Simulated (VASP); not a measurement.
Crystal: Ti.

```
CELL_PARAMETERS angstrom
2.95000 0.00000 0.00000
-1.47500 2.55477 0.00000
0.00000 0.00000 4.68600
ATOMIC_POSITIONS crystal
Ti 0.33333 0.66667 0.25000
Ti 0.66667 0.33333 0.75000
```

Base run:

```yaml
Program: VASP 6.6.1
Functional: PBEsol
Potentials_or_basis: VASP PAW PBE potentials, release 64 (Ti_sv)
Cutoff: 520 eV
k_mesh: 13 × 13 × 7
Occupations: fermi-dirac, width 0.08 eV
Spin: no spin polarisation
```

Its results: band gap on the k mesh zero (band 12 reaches 8.80 eV, above the bottom of band 13 at 7.71 eV); pressure -6.0 GPa.

Q: The run is repeated on the same cell with these changes: functional from PBEsol to r2SCAN. What comes out?

A: Band gap on the k mesh zero (band 12 reaches 9.08 eV, above the bottom of band 13 at 7.85 eV); pressure -1.9 GPa.

Caveats: the PAW data sets were made with another functional, which shifts forces and pressure a little.
